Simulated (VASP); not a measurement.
B4WC:

```
CELL_PARAMETERS angstrom
0.00000 2.85884 2.85884
2.85884 0.00000 2.85884
2.85884 2.85884 0.00000
ATOMIC_POSITIONS crystal
B 0.37500 0.87500 0.37500
B 0.37500 0.37500 0.87500
B 0.37500 0.37500 0.37500
B 0.87500 0.37500 0.37500
W 0.00000 0.00000 0.00000
C 0.75000 0.75000 0.75000
```

```yaml
Program: VASP 6.6.1
Task: relaxation of cell and atoms
Functional: PBE
Potentials_or_basis: VASP PAW PBE potentials, release 64 (B, W_sv, C)
Cutoff: 600 eV
k_mesh: 6 × 6 × 6
Occupations: gaussian, width 0.1 eV
Spin: no spin polarisation
```

At the start: pressure -4.5 GPa; volume 7.79 Å³/atom.

Task: Where does the relaxation end?

Result: Over 5 steps the energy falls by 4.3 meV/atom and the volume is 7.66 Å³/atom (-1.7 %); space group F-43m (No. 216, to 0.1 Å) before and after.

The path:
```
step  energy change (eV)  largest force (eV/Å)  pressure (GPa)  volume (Å³)
   1              0.0000                0.2431           -4.47        46.73
   2             -0.0099                0.1637            4.73        45.28
   3             -0.0164                0.2015            1.04        45.83
   4             -0.0235                0.1051            0.72        45.88
   5             -0.0260                0.0064            0.48        45.94
```

Final structure:
```
B W C
1.0
     0.00000    2.84253    2.84253
     2.84253    0.00000    2.84253
     2.84253    2.84253    0.00000
B W C
4 1 1
Direct
  0.37800 0.86601 0.37800
  0.37800 0.37800 0.86601
  0.37800 0.37800 0.37800
  0.86601 0.37800 0.37800
  0.00000 0.00000 0.00000
  0.75000 0.75000 0.75000
```
